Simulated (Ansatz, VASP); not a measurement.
# One calculation of CoSi2, two programs

```
Co Si
1.0
     0.00000    2.68018    2.68018
     2.68018    0.00000    2.68018
     2.68018    2.68018    0.00000
Co Si
1 2
Cartesian
  0.0000 -0.1115 0.0000
  1.2171 1.4571 1.3401
  4.1433 4.1373 4.0203
```

Change from the starting cell: mode 4 frozen in at -0.123 Å and mode 8 at -0.117 Å (largest displacements).

Alike in both runs: task single point; functional PBE; k mesh 12 × 12 × 12; occupations gaussian, width 0.15 eV; no spin polarisation.

```csv
,VASP,Ansatz
version,VASP 6.6.1,Ansatz 0.2.0
potentials or method,"VASP PAW PBE potentials, release 64 (Co, Si), cutoff 520 eV","scalar-relativistic, plane waves, PAW"
valence electrons in the cell,17,25
```

|  | VASP | Ansatz | Ansatz less VASP |
| --- | --- | --- | --- |
| gap on the k mesh at the Fermi level (eV) | none | none | - |
| pressure (GPa) | 6.5 | 6.7 | +0.15 |
| traceless stress, the component that is largest in VASP (GPa) | 9.66 | 9.62 | -0.034 |
| rms of the force components (eV/Å) | 1.459 | 1.451 | -0.0085 |

Atom by atom the forces differ by 0.011 eV/Å (rms over components). A gap of «none» marks a metal or a gap that the smearing closes. The functional is the same, so the differences come from potentials, cutoffs and numerics. VASP's potentials hold 17 valence electrons a cell and Ansatz's 25, so a difference there can come from the potentials and not from the codes.
